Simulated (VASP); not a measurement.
A run of VASP 6.6.1 is set up as follows.

INCAR

```
PREC = Accurate
ENCUT = 600
EDIFF = 1E-6
ISMEAR = -1
SIGMA = 0.08
LREAL = F
LASPH = T
NELM = 60
ALGO = Normal
ISIF = 3
LWAVE = F
LCHARG = F
GGA = PE
IBRION = 2
NSW = 32
EDIFFG = -0.005
PSTRESS = 7.1
```

Contents of KPOINTS:

```
Automatic mesh
0
Gamma
  8 8 11
```

File POSCAR:

```
Ga
1.0
    4.6805226876      0.0000000000      0.0000000000
   -2.3402613438      4.0534515504      0.0000000000
    0.0000000000      0.0000000000      3.0050201095
Ga
3
Direct
    0.0000000000      0.0000000000      0.0000000000
    0.3333333333      0.6666666667      0.5000000000
    0.6666666667      0.3333333333      0.5000000000
```

Potentials or basis: VASP PAW PBE potentials, release 64 (Ga_d).

Run with:

```bash
$ cat potpaw_PBE.64/Ga_d/POTCAR > POTCAR
$ mpirun -np 1 vasp_std > vasp.out
```

Task: What does it give for the band gap on the k mesh?

Result: Zero (an odd number of electrons rules out a gap without spin polarisation).

Task: What does it give for the relaxed cell?

Result: a = 4.683 Å, b = 4.683 Å, c = 3.006 Å, α = 90.00°, β = 90.00°, γ = 120.00°.

Task: Predict the space group after relaxing (to 0.1 Å).

Result: P6/mmm (No. 191).

The path:
```
step  energy change (eV)  largest force (eV/Å)  pressure (GPa)  volume (Å³)
   1              0.0000                0.0000            0.88        57.01
   2             -0.0007                0.0000            0.60        57.18
   3             -0.0003                0.0000            0.73        57.08
   4             -0.0004                0.0000            0.70        57.10
```

Caveat: the cell is relaxed towards a set pressure, so the run minimises the enthalpy, not the energy.
